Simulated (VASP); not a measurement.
# CuAu in VASP: further runs

The runs below take CuAu through single point, with PBE, LDA, PBEsol, r2SCAN.

All numbers are computed with VASP 6.6.1; they aren't measurements. Logs are shortened: lines on timing, memory, paths and dates and some standing lists are left out, and cuts for length are marked.

## Step 1: The cell of the first run

It takes space group R-3m (No. 166, trigonal). Conventional cell: a = 2.886 Å, b = 2.886 Å, c = 12.769 Å, α = 90.00°, β = 90.00°, γ = 120.00°. Au (site symmetry -3m) has 6 Cu at 2.70 Å and 6 Au at 2.89 Å within 3.6 Å. Cu (site symmetry -3m) has 6 Au at 2.70 Å and 6 Cu at 2.89 Å within 3.6 Å.

## Step 2: Single point, PBE

Contents of INCAR:

```
PREC = Accurate ; ENCUT = 520
EDIFF = 1E-6 ; ISMEAR = -1
SIGMA = 0.05 ; LREAL = False
LASPH = True ; NELM = 80
ALGO = Normal ; ISIF = 2
LWAVE = False ; LCHARG = False
GGA = PE ; NBANDS = 18
```

Contents of KPOINTS:

```
regular mesh
0
Gamma
  11 11 11
```

Contents of POSCAR:

```
CuAu
1.0
    1.4430568479      0.8331492596      4.2561707609
   -1.4430568479      0.8331492596      4.2561707609
    0.0000000000     -1.6662985192      4.2561707609
Au Cu
1 1
Direct
    0.0000000000      0.0000000000      0.0000000000
    0.5000000000      0.5000000000      0.5000000000
```

Potentials or basis: VASP PAW PBE potentials, release 64 (Au, Cu).

Run with:

```bash
$ cat potpaw_PBE.64/Au/POTCAR potpaw_PBE.64/Cu/POTCAR > POTCAR
$ mpirun -np 1 vasp_std > vasp.out
```

OUTCAR:

```text
PREC = Accurate
   ENCUT = 520
   EDIFF = 1E-6
   ISMEAR = -1
   LREAL = False
   LASPH = True
   NELM = 80
   ISIF = 2
   GGA = PE

 ion  position               nearest neighbor table
   1  0.000  0.000  0.000-   2 2.70   2 2.70   2 2.70   2 2.70   2 2.70   2 2.70
   2  0.500  0.500  0.500-   1 2.70   1 2.70   1 2.70   1 2.70   1 2.70   1 2.70

  LATTYP: Found a trigonal (rhomboedric) cell.
 ALAT       =     4.5707264522
 COS(alpha) =     0.8006453295

  Lattice vectors:

 A1 = (   1.4430568479,   0.8331492596,   4.2561707609)
 A2 = (  -1.4430568479,   0.8331492596,   4.2561707609)
 A3 = (   0.0000000000,  -1.6662985192,   4.2561707609)

Analysis of symmetry for initial positions (statically):
=====================================================================
 Subroutine PRICEL returns:
 Original cell was already a primitive cell.

 Routine SETGRP: Setting up the symmetry group for a
 trigonal (rhombohedral) supercell.

 Subroutine GETGRP returns: Found 12 space group operations
 (whereof 12 operations were pure point group operations)
 out of a pool of 12 trial point group operations.

The static configuration has the point symmetry D_3d.

Analysis of symmetry for dynamics (positions and initial velocities):
=====================================================================
 Subroutine PRICEL returns:
 Original cell was already a primitive cell.

 Routine SETGRP: Setting up the symmetry group for a
 trigonal (rhombohedral) supercell.

 Subroutine GETGRP returns: Found 12 space group operations
 (whereof 12 operations were pure point group operations)
 out of a pool of 12 trial point group operations.

The dynamic configuration has the point symmetry D_3d.

 Subroutine INISYM returns: Found 12 space group operations
 (whereof 12 operations are pure point group operations),
 and found     1 'primitive' translations

----------------------------------------------------------------------------------------

                                     Primitive cell

  volume of cell :      30.7027

  direct lattice vectors                    reciprocal lattice vectors
     1.443056848  0.833149260  4.256170761     0.346486696  0.200044187  0.078317660
    -1.443056848  0.833149260  4.256170761    -0.346486696  0.200044187  0.078317660
     0.000000000 -1.666298519  4.256170761     0.000000000 -0.400088375  0.078317660

  length of vectors
     4.570726452  4.570726452  4.570726452     0.407681694  0.407681694  0.407681694

  position of ions in fractional coordinates (direct lattice)
     0.000000000  0.000000000  0.000000000
     0.500000000  0.500000000  0.500000000

  ion indices of the primitive-cell ions
   primitive index   ion index
                 1           1
                 2           2

----------------------------------------------------------------------------------------

 KPOINTS: regular mesh

Automatic generation of k-mesh.
 Grid dimensions read from file:
 generate k-points for:   11   11   11

 Generating k-lattice:

  Cartesian coordinates                     Fractional coordinates (reciprocal lattice)
     0.031498791  0.018185835  0.007119787     0.090909091  0.000000000  0.000000000
    -0.031498791  0.018185835  0.007119787     0.000000000  0.090909091  0.000000000
     0.000000000 -0.036371670  0.007119787     0.000000000  0.000000000  0.090909091

  Length of vectors
     0.037061972  0.037061972  0.037061972

  Shift w.r.t. Gamma in fractional coordinates (k-lattice)
     0.000000000  0.000000000  0.000000000

 Subroutine IBZKPT returns following result:
 ===========================================

 Found    146 irreducible k-points:

 Following reciprocal coordinates:
            Coordinates               Weight
  0.000000  0.000000  0.000000      1.000000
  0.090909  0.000000  0.000000      6.000000
  0.181818 -0.000000  0.000000      6.000000
  0.272727 -0.000000  0.000000      6.000000
  0.363636  0.000000  0.000000      6.000000
  0.454545  0.000000  0.000000      6.000000
[... 16 lines left out ...]
 -0.272727  0.181818  0.000000     12.000000
 -0.181818  0.181818  0.000000      6.000000
 [... further k-points ...]
   k-points           NKPTS =    146   k-points in BZ     NKDIM =    146   number of bands    NBANDS=     18
   number of dos      NEDOS =    301   number of ions     NIONS =      2
   total plane-waves  NPLWV =  46656
   dimension x,y,z NGX =    36 NGY =   36 NGZ =   36
   dimension x,y,z NGXF=    72 NGYF=   72 NGZF=   72
   ions per type =               1   1
   NGX,Y,Z   is equivalent  to a cutoff of  13.09, 13.09, 13.09 a.u.
   NGXF,Y,Z  is equivalent  to a cutoff of  26.19, 26.19, 26.19 a.u.
 SYSTEM =  unknown system
   PREC   = accura    normal or accurate (medium, high low for compatibility)
   ISTART =      0    job   : 0-new  1-cont  2-samecut
   ICHARG =      2    charge: 1-file 2-atom 10-const
   ISPIN  =      1    spin polarized calculation?
   LNONCOLLINEAR =      F non collinear calculations
   LSORBIT =      F    spin-orbit coupling
   LASPH  =      T    aspherical Exc in radial PAW
   ENCUT  =  520.0 eV  38.22 Ry    6.18 a.u.   8.50  8.50  8.50*2*pi/ulx,y,z
   NELM   =     80;   NELMIN=  2; NELMDL= -5     # of ELM steps
   EDIFF  = 0.1E-05   stopping-criterion for ELM
   LREAL  =      F    real-space projection
   EDIFFG = 0.1E-04   stopping-criterion for IOM
   NSW    =      0    number of steps for IOM
   IBRION =     -1    ionic relax: 0-MD 1-quasi-New 2-CG
   NFREE  =      0    steps in history (QN), initial steepest desc. (CG)
   ISIF   =      2    stress and relaxation
   ISYM   =      2    0-nonsym 1-usesym 2-fastsym
   POTIM  = 0.5000    time-step for ionic-motion
   TEBEG  =    0.0;   TEEND  =   0.0 temperature during run
   PSTRESS=    0.0 pullay stress
   NELECT =      22.0000    total number of electrons
   NUPDOWN=      -1.0000    fix difference up-down
   EMIN   =  10.00;   EMAX   =-10.00  energy-range for DOS
   EFERMI =   0.00;   METHOD = LEGACY
   ISMEAR =    -1;   SIGMA  =   0.05  broadening in eV -4-tet -1-fermi 0-gaus
   EFERMI_NEDOS =   21; number of points for ismear=-14 and -15
   IALGO  =     38    algorithm
   IMIX   =      4    mixing-type and parameters
     AMIX     =   0.40;   BMIX     =  1.00
     AMIX_MAG =   1.60;   BMIX_MAG =  1.00
  volume/ion in A,a.u.               =      15.35       103.60
  Fermi-wavevector in a.u.,A,eV,Ry     =   1.464952  2.768359 29.199270  2.146086
  Thomas-Fermi vector in A             =   2.580867
   LORBIT       =      0    0 simple, 1 ext, 2 COOP (PROOUT), +10 PAW based schemes
   GGA     = PE    functional components
   LHFCALC =     F    Hartree Fock is set to
   AEXX    =    0.0000 exact exchange contribution
   IVDW    =     0    specifies the selected vdW correction
   LEPSILON=     F    determine dielectric tensor
   LRPA    =     F    only Hartree local field effects (RPA)
 non-spin polarized calculation
  energy-cutoff  :      520.00
  volume of cell :       30.70
 maximum number of plane-waves:       861
 NGX is ok and might be reduce to    36
   NGX = 17   NGY = 17   NGZ = 17

 number of electron      21.9999999 magnetization

 Free energy of the ion-electron system (eV)
  ---------------------------------------------------
  ext. energy  EPLUGINS =         0.00000000
  ---------------------------------------------------
  free energy    TOTEN  =        -6.92169948 eV

  energy without entropy =       -6.91377347  energy(sigma->0) =       -6.91773648

 E-fermi :   8.0545     XC(G=0): -12.3400

 val. band max:        8.0447826538   @ k =  -0.2727   0.2727   0.0909
 cond. band min:       8.0830574064   @ k =  -0.2727  -0.3636   0.1818
 fundamental gap:      0.0382747526
 Fermi energy:         8.0544597681

 k-point     1 :       0.0000    0.0000    0.0000
  band No.  band energies     occupation
      1      -1.3705      2.00000
      2       1.6306      2.00000
      3       3.2946      2.00000
      4       3.2946      2.00000
      5       4.2813      2.00000
      6       4.2813      2.00000
[... 10 lines left out ...]
     17      25.4433      0.00000
     18      28.0642      0.00000

 k-point     2 :       0.0909    0.0000    0.0000
  band No.  band energies     occupation
      1      -1.1169      2.00000
      2       1.7756      2.00000
      3       3.1986      2.00000
      4       3.4498      2.00000
      5       4.0836      2.00000
      6       4.2894      2.00000
[... 10 lines left out ...]
     17      25.0001      0.00000
     18      26.5537      0.00000

 k-point     3 :       0.1818   -0.0000    0.0000
  band No.  band energies     occupation
      1      -0.3974      2.00000
      2       2.1297      2.00000
      3       3.0310      2.00000
      4       3.5878      2.00000
      5       3.8741      2.00000
      6       4.3223      2.00000
[... 10 lines left out ...]
     17      23.9650      0.00000
     18      25.0706      0.00000

 k-point     4 :       0.2727   -0.0000    0.0000
  band No.  band energies     occupation
      1       0.6052      2.00000
      2       2.2902      2.00000
      3       3.0671      2.00000
      4       3.3023      2.00000
      5       4.2293      2.00000
      6       4.6192      2.00000
[... 375 lines left out ...]
      4       3.4618      2.00000
      5       3.8997      2.00000
      6       5.0144      2.00000
[... 10 lines left out ...]
     17      18.3276      0.00000
     18      23.8571      0.00000

 k-point    23 :      -0.2727    0.1818    0.0000
  band No.  band energies     occupation
      1       1.9686      2.00000
      2       2.5829      2.00000
      3       2.6603      2.00000
      4       3.3677      2.00000
      5       3.6953      2.00000
      6       5.0813      2.00000
[... 10 lines left out ...]
     17      18.9191      0.00000
     18      26.3156      0.00000

 k-point    24 :      -0.1818    0.1818    0.0000
  band No.  band energies     occupation
      1       1.1446      2.00000
      2       2.6160      2.00000
      3       2.8729      2.00000
      4       2.8804      2.00000
      5       3.9001      2.00000
      6       5.1357      2.00000
[... 10 lines left out ...]
     17      20.4925      0.00000
     18      27.3837      0.00000

 [... further k-points ...]

------------------------ aborting loop because EDIFF is reached ----------------------------------------

  FORCE on cell =-STRESS in cart. coord.  units (eV):
  Direction    XX          YY          ZZ          XY          YZ          ZX
  --------------------------------------------------------------------------------------
  -------------------------------------------------------------------------------------
  Total       -0.1859248     -0.1859248      0.1772175      0.0000000      0.0000000     -0.0000000
  in kB       -9.7022236     -9.7022236      9.2478451      0.0000000      0.0000000     -0.0000000
  external PRESSURE =      -3.3855341 kB  Pullay stress =       0.0000000 kB

 VOLUME and BASIS-vectors are now :
 -----------------------------------------------------------------------------
  energy-cutoff  :      520.00
  volume of cell :       30.70
      direct lattice vectors                 reciprocal lattice vectors
     1.443056848  0.833149260  4.256170761     0.346486696  0.200044187  0.078317660
    -1.443056848  0.833149260  4.256170761    -0.346486696  0.200044187  0.078317660
     0.000000000 -1.666298519  4.256170761     0.000000000 -0.400088375  0.078317660

 POSITION                                       TOTAL-FORCE (eV/Angst)
 -----------------------------------------------------------------------------------
      0.00000      0.00000      0.00000         0.000000      0.000000     -0.000000
      0.00000      0.00000      6.38426         0.000000     -0.000000      0.000000
 -----------------------------------------------------------------------------------
    total drift:                                0.000000     -0.000000      0.000000

  FREE ENERGIE OF THE ION-ELECTRON SYSTEM (eV)
  ---------------------------------------------------
  free  energy   TOTEN  =        -6.9216994778 eV

  energy  without entropy=       -6.9137734727  energy(sigma->0) =       -6.91773648
```

It took 53 s on 1 thread of Intel Xeon 6975P-C (Granite Rapids), shared host; peak memory 0.26 GiB.

What came out:

- Free energy: -6.9217 eV
- Pressure: -0.3 GPa
- Band gap on the k mesh: zero (band 11 reaches 10.10 eV, above the bottom of band 12 at 5.91 eV)

Caveat: spin-orbit coupling is left out, which moves the levels of the heavy elements.

## Step 3: Single point, PBE (atoms moved at random)

Contents of INCAR:

```
SYSTEM = CuAu
PREC = Accurate
ENCUT = 520
EDIFF = 1E-6
ISMEAR = -1
SIGMA = 0.05
LREAL = .False.
LASPH = .True.
NELM = 100
ALGO = Fast
ISIF = 2
LWAVE = .False.
LCHARG = .False.
GGA = PE
NBANDS = 18
```

Contents of KPOINTS:

```
regular mesh
0
Gamma
  11 11 11
  0 0 0
```

Contents of POSCAR:

```
CuAu
1.0
    1.4430568479      0.8331492596      4.2561707609
   -1.4430568479      0.8331492596      4.2561707609
    0.0000000000     -1.6662985192      4.2561707609
Au Cu
1 1
Direct
   -0.0017160000      0.0121310000     -0.0123220000
    0.5007360000      0.5014260000      0.4999300000
```

Potentials or basis: VASP PAW PBE potentials, release 64 (Au, Cu).

Run with:

```bash
$ cat potpaw_PBE.64/Au/POTCAR potpaw_PBE.64/Cu/POTCAR > POTCAR
$ mpirun -np 1 vasp_std > vasp.out
```

Run time: 5.5 min. Hardware: 1 thread of Intel Xeon 6975P-C (Granite Rapids), shared host; peak memory 0.54 GiB.

Results (log left out):

```yaml
Free_energy: -6.9196 eV
Pressure: -1.1 GPa
Largest_force: 0.139 eV/Å
Band_gap_on_the_k_mesh: zero (band 11 reaches 10.10 eV, above the bottom of band 12 at 5.92 eV)
```

Forces on the atoms (eV/Å):
```
Au   0.037 -0.053  0.124
Cu  -0.037  0.053 -0.124
```

Stress tensor (GPa, compression positive):
```
-1.77 -0.01  0.05
-0.01 -1.82 -0.02
 0.05 -0.02  0.18
```

Levels at points of the mesh, in eV from the Fermi level:
| k point | band 9 | band 10 | band 11 | band 12 | band 13 | band 14 |
| --- | --- | --- | --- | --- | --- | --- |
| (0.00, 0.00, 0.00) | -2.21 | -1.58 | -1.58 | -0.08 | 4.57 | 14.54 |

Caveat: the cell differs from its parent crystal (atoms moved at random); spin-orbit coupling is left out, which moves the levels of the heavy elements.

(Continued in part 2 of 2.)
